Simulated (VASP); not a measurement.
# Gd (Fm-3m) in VASP: further runs

Gd is run at these levels: LDA; tasks: single point.

Everything below comes from runs of VASP 6.6.1. Logs are shortened: lines on timing, memory, paths and dates and some standing lists are left out, and cuts for length are marked.

## 1. The cell of the first run

The structure is cubic, space group Fm-3m (No. 225). The conventional cell has a = 5.172 Å, b = 5.172 Å, c = 5.172 Å, α = 90.00°, β = 90.00°, γ = 90.00°. Within 4.8 Å of Gd (site symmetry m-3m) lie 12 Gd at 3.66 Å.

## 2. Single point, LDA, collinear spin, ferromagnetic start

Contents of INCAR:

```
SYSTEM = Gd
PREC = Accurate ; ENCUT = 520
EDIFF = 1E-6 ; ISMEAR = -1
SIGMA = 0.2 ; LREAL = .FALSE.
LASPH = .TRUE. ; NELM = 150
ALGO = Normal ; ISIF = 2
LWAVE = .FALSE. ; LCHARG = .FALSE.
ISPIN = 2 ; MAGMOM = 7
LORBIT = 11 ; LMAXMIX = 6
GGA = CA ; NBANDS = 19
```

Contents of KPOINTS:

```
Automatic mesh
0
G
  5 5 5
  0 0 0
```

Contents of POSCAR:

```
Gd
1.0
    0.0000000000      2.5858190000      2.5858190000
    2.5858190000      0.0000000000      2.5858190000
    2.5858190000      2.5858190000      0.0000000000
Gd
1
Direct
    0.0000000000      0.0000000000      0.0000000000
```

Potentials or basis: VASP PAW PBE potentials, release 64 (Gd).

Command:

```
cat potpaw_PBE.64/Gd/POTCAR > POTCAR
mpirun -np 1 vasp_std > vasp.out
```

OUTCAR:

```text
SYSTEM = Gd
   PREC = Accurate
   ENCUT = 520
   EDIFF = 1E-6
   ISMEAR = -1
   LREAL = .FALSE.
   LASPH = .TRUE.
   NELM = 150
   ISIF = 2
   ISPIN = 2
   LORBIT = 11
   GGA = CA

 ion  position               nearest neighbor table
   1  0.000  0.000  0.000-

  LATTYP: Found a face centered cubic cell.
 ALAT       =     5.1716380000

  Lattice vectors:

 A1 = (   0.0000000000,   2.5858190000,   2.5858190000)
 A2 = (   2.5858190000,   0.0000000000,   2.5858190000)
 A3 = (   2.5858190000,   2.5858190000,   0.0000000000)

Analysis of symmetry for initial positions (statically):
=====================================================================
 Subroutine PRICEL returns:
 Original cell was already a primitive cell.

 Routine SETGRP: Setting up the symmetry group for a
 face centered cubic supercell.

 Subroutine GETGRP returns: Found 48 space group operations
 (whereof 48 operations were pure point group operations)
 out of a pool of 48 trial point group operations.

The static configuration has the point symmetry O_h .

Analysis of symmetry for dynamics (positions and initial velocities):
=====================================================================
 Subroutine PRICEL returns:
 Original cell was already a primitive cell.

 Routine SETGRP: Setting up the symmetry group for a
 face centered cubic supercell.

 Subroutine GETGRP returns: Found 48 space group operations
 (whereof 48 operations were pure point group operations)
 out of a pool of 48 trial point group operations.

The dynamic configuration has the point symmetry O_h .

Analysis of structural, dynamic, and magnetic symmetry:
=====================================================================
 Subroutine PRICEL returns:
 Original cell was already a primitive cell.

 Routine SETGRP: Setting up the symmetry group for a
 face centered cubic supercell.

 Subroutine GETGRP returns: Found 48 space group operations
 (whereof 48 operations were pure point group operations)
 out of a pool of 48 trial point group operations.

The overall configuration has the point symmetry O_h .

 Subroutine INISYM returns: Found 48 space group operations
 (whereof 48 operations are pure point group operations),
 and found     1 'primitive' translations

----------------------------------------------------------------------------------------

                                     Primitive cell

  volume of cell :      34.5800

[... 85 lines left out ...]
   EFERMI =   0.00;   METHOD = LEGACY
   ISMEAR =    -1;   SIGMA  =   0.20  broadening in eV -4-tet -1-fermi 0-gaus
   EFERMI_NEDOS =   21; number of points for ismear=-14 and -15
   IALGO  =     38    algorithm
   IMIX   =      4    mixing-type and parameters
     AMIX     =   0.40;   BMIX     =  1.00
     AMIX_MAG =   1.60;   BMIX_MAG =  1.00
  volume/ion in A,a.u.               =      34.58       233.36
  Fermi-wavevector in a.u.,A,eV,Ry     =   1.316914  2.488607 23.596088  1.734264
  Thomas-Fermi vector in A             =   2.446993
   LORBIT       =     11    0 simple, 1 ext, 2 COOP (PROOUT), +10 PAW based schemes
   GGA     = CA    functional components
   LHFCALC =     F    Hartree Fock is set to
   AEXX    =    0.0000 exact exchange contribution
   IVDW    =     0    specifies the selected vdW correction
   LEPSILON=     F    determine dielectric tensor
   LRPA    =     F    only Hartree local field effects (RPA)
 spin polarized calculation
  energy-cutoff  :      520.00
  volume of cell :       34.58
 maximum number of plane-waves:       941
   NGX = 13   NGY = 13   NGZ = 13

 number of electron      18.0000002 magnetization       7.2750973

 Free energy of the ion-electron system (eV)
  ---------------------------------------------------
  ext. energy  EPLUGINS =         0.00000000
  ---------------------------------------------------
  free energy    TOTEN  =       -11.74303613 eV

  energy without entropy =      -11.36541752  energy(sigma->0) =      -11.55422683

 E-fermi :   2.4825     XC(G=0): -10.0340

 val. band max:        2.4568622650   @ k =  -0.4000   0.2000   0.0000
 cond. band min:       2.6528423724   @ k =  -0.4000   0.4000   0.2000
 fundamental gap:      0.1959801074
 Fermi energy:         2.4825454323

 spin component 1

 k-point     1 :       0.0000    0.0000    0.0000
  band No.  band energies     occupation
      1     -42.0588      1.00000
      2     -19.3796      1.00000
      3     -19.3796      1.00000
      4     -19.3796      1.00000
      5      -2.3658      1.00000
      6      -1.5689      1.00000
[... 196 lines left out ...]
      5      -1.5193      1.00000
      6      -1.4920      1.00000
[... 11 lines left out ...]
     18      10.6993      0.00000
     19      11.5692      0.00000
 Fermi energy:         2.4825454323

 spin component 2

 k-point     1 :       0.0000    0.0000    0.0000
  band No.  band energies     occupation
      1     -39.2112      1.00000
      2     -17.1968      1.00000
      3     -17.1968      1.00000
      4     -17.1968      1.00000
      5      -1.7421      1.00000
      6       3.0050      0.06835
[... 197 lines left out ...]
      6       2.8150      0.15947
[... 11 lines left out ...]
     18      11.8249      0.00000
     19      12.6581      0.00000

------------------------ aborting loop because EDIFF is reached ----------------------------------------

  FORCE on cell =-STRESS in cart. coord.  units (eV):
  Direction    XX          YY          ZZ          XY          YZ          ZX
  --------------------------------------------------------------------------------------
  -------------------------------------------------------------------------------------
  Total       -0.7219704     -0.7219704     -0.7219704      0.0000000      0.0000000      0.0000000
  in kB      -33.4507292    -33.4507292    -33.4507292      0.0000000      0.0000000      0.0000000
  external PRESSURE =     -33.4507292 kB  Pullay stress =       0.0000000 kB

 VOLUME and BASIS-vectors are now :
 -----------------------------------------------------------------------------
  energy-cutoff  :      520.00
  volume of cell :       34.58
      direct lattice vectors                 reciprocal lattice vectors
     0.000000000  2.585819000  2.585819000    -0.193362335  0.193362335  0.193362335
     2.585819000  0.000000000  2.585819000     0.193362335 -0.193362335  0.193362335
     2.585819000  2.585819000  0.000000000     0.193362335  0.193362335 -0.193362335

 POSITION                                       TOTAL-FORCE (eV/Angst)
 -----------------------------------------------------------------------------------
      0.00000      0.00000      0.00000        -0.000000      0.000000      0.000000
 -----------------------------------------------------------------------------------
    total drift:                               -0.000000     -0.000000     -0.000000

  FREE ENERGIE OF THE ION-ELECTRON SYSTEM (eV)
  ---------------------------------------------------
  free  energy   TOTEN  =       -11.7430361321 eV

  energy  without entropy=      -11.3654175236  energy(sigma->0) =      -11.55422683

 total charge

# of ion       s       p       d       f       tot
--------------------------------------------------
    1        2.068   5.528   0.521   7.103  15.220

 magnetization (x)

# of ion       s       p       d       f       tot
--------------------------------------------------
    1        0.003  -0.039   0.163   6.666   6.793
```

Run time: 25 s. Hardware: 1 thread of AMD EPYC 7R43 (Zen 3), shared host; peak memory 0.12 GiB.

What came out:

```yaml
Free_energy: -11.7430 eV
Pressure: -3.3 GPa
Net_moment: 7.28 μB per cell
Site_moments: Gd +6.79 μB
Valence_electrons_inside_the_program's_atomic_spheres: Gd 15.22
```

Levels at points of the mesh, in eV from the Fermi level:
Spin up:
```csv
k point,band 10,band 11,band 12,band 13,band 14,band 15
"(0.00, 0.00, 0.00)",-3.88,-3.88,-3.88,1.45,1.45,1.45
```
Spin down:
```tsv
k point	band 2	band 3	band 4	band 5	band 6	band 7	band 8	band 9
(0.00, 0.00, 0.00)	-19.68	-19.68	-19.68	-4.22	0.52	0.70	0.70	0.70
```

Caveat: the k points lie up to 0.42 Å⁻¹ apart; the PAW data sets were made with another functional, which shifts forces and pressure a little; spin-orbit coupling is left out, which moves the levels of the heavy elements.

## 3. Single point, LDA, collinear spin, ferromagnetic start

Contents of INCAR:

```
PREC = Accurate
ENCUT = 520
EDIFF = 1E-7
ISMEAR = -1
SIGMA = 0.1
LREAL = F
LASPH = T
NELM = 150
ALGO = Normal
ISIF = 2
LWAVE = F
LCHARG = F
ISPIN = 2
MAGMOM = 7
LORBIT = 11
LMAXMIX = 6
GGA = CA
NBANDS = 19
```

Contents of KPOINTS:

```
Automatic mesh
0
Gamma
  5 5 5
```

POSCAR is that of step 2.

Potentials or basis: VASP PAW PBE potentials, release 64 (Gd).

Command:

```
cat potpaw_PBE.64/Gd/POTCAR > POTCAR
mpirun -np 1 vasp_std > vasp.out
```

OUTCAR:

```text
PREC = Accurate
   ENCUT = 520
   EDIFF = 1E-7
   ISMEAR = -1
   LREAL = F
   LASPH = T
   NELM = 150
   ISIF = 2
   ISPIN = 2
   LORBIT = 11
   GGA = CA

 ion  position               nearest neighbor table
   1  0.000  0.000  0.000-

  LATTYP: Found a face centered cubic cell.
 ALAT       =     5.1716380000

  Lattice vectors:

 A1 = (   0.0000000000,   2.5858190000,   2.5858190000)
 A2 = (   2.5858190000,   0.0000000000,   2.5858190000)
 A3 = (   2.5858190000,   2.5858190000,   0.0000000000)

Analysis of symmetry for initial positions (statically):
=====================================================================
 Subroutine PRICEL returns:
 Original cell was already a primitive cell.

 Routine SETGRP: Setting up the symmetry group for a
 face centered cubic supercell.

 Subroutine GETGRP returns: Found 48 space group operations
 (whereof 48 operations were pure point group operations)
 out of a pool of 48 trial point group operations.

The static configuration has the point symmetry O_h .

Analysis of symmetry for dynamics (positions and initial velocities):
=====================================================================
 Subroutine PRICEL returns:
 Original cell was already a primitive cell.

 Routine SETGRP: Setting up the symmetry group for a
 face centered cubic supercell.

 Subroutine GETGRP returns: Found 48 space group operations
 (whereof 48 operations were pure point group operations)
 out of a pool of 48 trial point group operations.

The dynamic configuration has the point symmetry O_h .

Analysis of structural, dynamic, and magnetic symmetry:
=====================================================================
 Subroutine PRICEL returns:
 Original cell was already a primitive cell.

 Routine SETGRP: Setting up the symmetry group for a
 face centered cubic supercell.

 Subroutine GETGRP returns: Found 48 space group operations
 (whereof 48 operations were pure point group operations)
 out of a pool of 48 trial point group operations.

The overall configuration has the point symmetry O_h .

 Subroutine INISYM returns: Found 48 space group operations
 (whereof 48 operations are pure point group operations),
 and found     1 'primitive' translations

----------------------------------------------------------------------------------------

                                     Primitive cell

  volume of cell :      34.5800

  direct lattice vectors                    reciprocal lattice vectors
     0.000000000  2.585819000  2.585819000    -0.193362335  0.193362335  0.193362335
     2.585819000  0.000000000  2.585819000     0.193362335 -0.193362335  0.193362335
     2.585819000  2.585819000  0.000000000     0.193362335  0.193362335 -0.193362335

  length of vectors
     3.656900300  3.656900300  3.656900300     0.334913389  0.334913389  0.334913389

  position of ions in fractional coordinates (direct lattice)
     0.000000000  0.000000000  0.000000000

  ion indices of the primitive-cell ions
   primitive index   ion index
                 1           1

----------------------------------------------------------------------------------------

 KPOINTS: Automatic mesh
[... 37 lines left out ...]
   total plane-waves  NPLWV =  21952
   dimension x,y,z NGX =    28 NGY =   28 NGZ =   28
   dimension x,y,z NGXF=    56 NGYF=   56 NGZF=   56
   ions per type =               1
   NGX,Y,Z   is equivalent  to a cutoff of  12.73, 12.73, 12.73 a.u.
   NGXF,Y,Z  is equivalent  to a cutoff of  25.46, 25.46, 25.46 a.u.
 SYSTEM =  unknown system
   PREC   = accura    normal or accurate (medium, high low for compatibility)
   ISTART =      0    job   : 0-new  1-cont  2-samecut
   ICHARG =      2    charge: 1-file 2-atom 10-const
   ISPIN  =      2    spin polarized calculation?
   LNONCOLLINEAR =      F non collinear calculations
   LSORBIT =      F    spin-orbit coupling
   LASPH  =      T    aspherical Exc in radial PAW
   ENCUT  =  520.0 eV  38.22 Ry    6.18 a.u.   6.80  6.80  6.80*2*pi/ulx,y,z
   NELM   =    150;   NELMIN=  2; NELMDL= -5     # of ELM steps
   EDIFF  = 0.1E-06   stopping-criterion for ELM
   LREAL  =      F    real-space projection
   EDIFFG = 0.1E-05   stopping-criterion for IOM
   NSW    =      0    number of steps for IOM
   IBRION =     -1    ionic relax: 0-MD 1-quasi-New 2-CG
   NFREE  =      0    steps in history (QN), initial steepest desc. (CG)
   ISIF   =      2    stress and relaxation
   ISYM   =      2    0-nonsym 1-usesym 2-fastsym
   POTIM  = 0.5000    time-step for ionic-motion
   TEBEG  =    0.0;   TEEND  =   0.0 temperature during run
   PSTRESS=    0.0 pullay stress
   NELECT =      18.0000    total number of electrons
   NUPDOWN=      -1.0000    fix difference up-down
   EMIN   =  10.00;   EMAX   =-10.00  energy-range for DOS
   EFERMI =   0.00;   METHOD = LEGACY
   ISMEAR =    -1;   SIGMA  =   0.10  broadening in eV -4-tet -1-fermi 0-gaus
   EFERMI_NEDOS =   21; number of points for ismear=-14 and -15
   IALGO  =     38    algorithm
   IMIX   =      4    mixing-type and parameters
     AMIX     =   0.40;   BMIX     =  1.00
     AMIX_MAG =   1.60;   BMIX_MAG =  1.00
  volume/ion in A,a.u.               =      34.58       233.36
  Fermi-wavevector in a.u.,A,eV,Ry     =   1.316914  2.488607 23.596088  1.734264
  Thomas-Fermi vector in A             =   2.446993
   LORBIT       =     11    0 simple, 1 ext, 2 COOP (PROOUT), +10 PAW based schemes
   GGA     = CA    functional components
   LHFCALC =     F    Hartree Fock is set to
   AEXX    =    0.0000 exact exchange contribution
   IVDW    =     0    specifies the selected vdW correction
   LEPSILON=     F    determine dielectric tensor
   LRPA    =     F    only Hartree local field effects (RPA)
 spin polarized calculation
  energy-cutoff  :      520.00
  volume of cell :       34.58
 maximum number of plane-waves:       941
   NGX = 13   NGY = 13   NGZ = 13

 number of electron      18.0000002 magnetization       7.4009980

 Free energy of the ion-electron system (eV)
  ---------------------------------------------------
  ext. energy  EPLUGINS =         0.00000000
  ---------------------------------------------------
  free energy    TOTEN  =       -11.59023005 eV

  energy without entropy =      -11.47678986  energy(sigma->0) =      -11.53350995

 E-fermi :   2.4840     XC(G=0): -10.0427

 val. band max:        2.4181577214   @ k =  -0.4000   0.2000   0.0000
 cond. band min:       2.6023282376   @ k =  -0.4000   0.4000   0.2000
 fundamental gap:      0.1841705162
 Fermi energy:         2.4839635293

 spin component 1

 k-point     1 :       0.0000    0.0000    0.0000
  band No.  band energies     occupation
      1     -42.2507      1.00000
      2     -19.5353      1.00000
      3     -19.5353      1.00000
      4     -19.5353      1.00000
      5      -2.3912      1.00000
      6      -1.8968      1.00000
[... 196 lines left out ...]
      5      -1.8583      1.00000
      6      -1.8326      1.00000
[... 11 lines left out ...]
     18      10.6306      0.00000
     19      11.5034      0.00000
 Fermi energy:         2.4839635293

 spin component 2

 k-point     1 :       0.0000    0.0000    0.0000
  band No.  band energies     occupation
      1     -39.3631      1.00000
      2     -17.3178      1.00000
      3     -17.3178      1.00000
      4     -17.3178      1.00000
      5      -1.7240      1.00000
      6       2.7494      0.06569
[... 197 lines left out ...]
      6       2.7041      0.09961
[... 11 lines left out ...]
     18      11.7906      0.00000
     19      12.6276      0.00000

------------------------ aborting loop because EDIFF is reached ----------------------------------------

  FORCE on cell =-STRESS in cart. coord.  units (eV):
  Direction    XX          YY          ZZ          XY          YZ          ZX
  --------------------------------------------------------------------------------------
  -------------------------------------------------------------------------------------
  Total       -0.9283145     -0.9283145     -0.9283145     -0.0000000      0.0000000      0.0000000
  in kB      -43.0111801    -43.0111801    -43.0111801     -0.0000000      0.0000000      0.0000000
  external PRESSURE =     -43.0111801 kB  Pullay stress =       0.0000000 kB

 VOLUME and BASIS-vectors are now :
 -----------------------------------------------------------------------------
  energy-cutoff  :      520.00
  volume of cell :       34.58
      direct lattice vectors                 reciprocal lattice vectors
     0.000000000  2.585819000  2.585819000    -0.193362335  0.193362335  0.193362335
     2.585819000  0.000000000  2.585819000     0.193362335 -0.193362335  0.193362335
     2.585819000  2.585819000  0.000000000     0.193362335  0.193362335 -0.193362335

 POSITION                                       TOTAL-FORCE (eV/Angst)
 -----------------------------------------------------------------------------------
      0.00000      0.00000      0.00000         0.000000      0.000000      0.000000
 -----------------------------------------------------------------------------------
    total drift:                               -0.000000      0.000000     -0.000000

  FREE ENERGIE OF THE ION-ELECTRON SYSTEM (eV)
  ---------------------------------------------------
  free  energy   TOTEN  =       -11.5902300455 eV

  energy  without entropy=      -11.4767898565  energy(sigma->0) =      -11.53350995

 total charge

# of ion       s       p       d       f       tot
--------------------------------------------------
    1        2.068   5.528   0.541   7.057  15.194

 magnetization (x)

# of ion       s       p       d       f       tot
--------------------------------------------------
    1        0.003  -0.037   0.185   6.725   6.875
```

OSZICAR:

```text
N       E                     dE             d eps       ncg     rms          rms(c)
DAV:   1     0.999630890140E+02    0.99963E+02   -0.63017E+03   974   0.471E+03
DAV:   2     0.442110030697E+01   -0.95542E+02   -0.83970E+02   992   0.337E+02
[... 19 lines left out ...]
DAV:  22    -0.115902383150E+02    0.55354E-05   -0.59431E-06  1352   0.209E-02    0.946E-01
DAV:  23    -0.115902354322E+02    0.28828E-05   -0.11386E-06  1200   0.104E-02    0.769E-01
DAV:  24    -0.115902315843E+02    0.38478E-05   -0.10025E-05  1169   0.562E-02    0.336E-01
DAV:  25    -0.115902303014E+02    0.12829E-05   -0.15504E-06  1247   0.161E-02    0.141E-01
DAV:  26    -0.115902301175E+02    0.18393E-06   -0.87534E-07  1163   0.176E-02    0.249E-02
DAV:  27    -0.115902300455E+02    0.72023E-07   -0.21281E-07   898   0.964E-03
   1 F= -.11590230E+02 E0= -.11533510E+02  d E =-.113440E+00  mag=     7.4009
```

stdout:

```text
POSCAR found type information on POSCAR Gd
 POSCAR found :  1 types and       1 ions
 scaLAPACK will be used
 -----------------------------------------------------------------------------
|                                                                             |
|                                                                             |
|     You enforced a specific xc type in the INCAR file but a different       |
|     I HOPE YOU KNOW WHAT YOU ARE DOING!                                     |
|                                                                             |
 -----------------------------------------------------------------------------

 LDA part: xc-table for (Slater(with rela. corr.)+CA(PZ))
 , standard interpolation
 POSCAR, INCAR and KPOINTS ok, starting setup
 FFT: planning ... GRIDC
 FFT: planning ... GRID_SOFT
 FFT: planning ... GRID
 WAVECAR not read
 entering main loop
```

Wall time 30 s (1 thread of AMD EPYC 7R43 (Zen 3), shared host); peak memory 0.12 GiB.

Results:

```yaml
Free_energy: -11.5902 eV
Pressure: -4.3 GPa
Net_moment: 7.40 μB per cell
Site_moments: Gd +6.88 μB
Valence_electrons_inside_the_program's_atomic_spheres: Gd 15.19
```

Caveat: the k points lie up to 0.42 Å⁻¹ apart; the PAW data sets were made with another functional, which shifts forces and pressure a little; spin-orbit coupling is left out, which moves the levels of the heavy elements. The state reached can hang on the start; a lower one may exist.
